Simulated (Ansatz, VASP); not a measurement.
## InSb3 in VASP and in Ansatz

```
In Sb
1.0
     4.95828   -0.05608   -0.05608
    -0.05608    4.95828   -0.05608
    -0.05608   -0.05608    4.95828
In Sb
1 3
Direct
  0.00000 0.00000 0.00000
  0.50000 0.00000 0.50000
  0.00000 0.50000 0.50000
  0.50000 0.50000 0.00000
```

Change from the starting cell: equal engineering shear yz, xz and xy -0.0233, equal normal strain along x, y and z +0.0300.

Alike in both runs: task single point; functional PBE; k mesh 8 × 8 × 8; occupations gaussian, width 0.15 eV; no spin polarisation.

```csv
,VASP,Ansatz
version,VASP 6.6.1,Ansatz 0.2.0
potentials or method,"VASP PAW PBE potentials, release 64 (In_d, Sb), cutoff 520 eV","scalar-relativistic, plane waves, PAW"
valence electrons in the cell,28,58
```

VASP gave:

| Item | Value |
| --- | --- |
| gap on the k mesh at the Fermi level (eV) | none |
| pressure (GPa) | -3.7 |
| traceless stress, the component that is largest in VASP (GPa) | 0.30 |

What did Ansatz give for the same quantities?

gap on the k mesh at the Fermi level (eV): none; pressure (GPa): -3.6; traceless stress, the component that is largest in VASP (GPa): 0.30.

A gap of «none» marks a metal or a gap that the smearing closes. VASP's potentials hold 28 valence electrons a cell and Ansatz's 58, so a difference there can come from the potentials and not from the codes.

Spin-orbit coupling is off throughout.
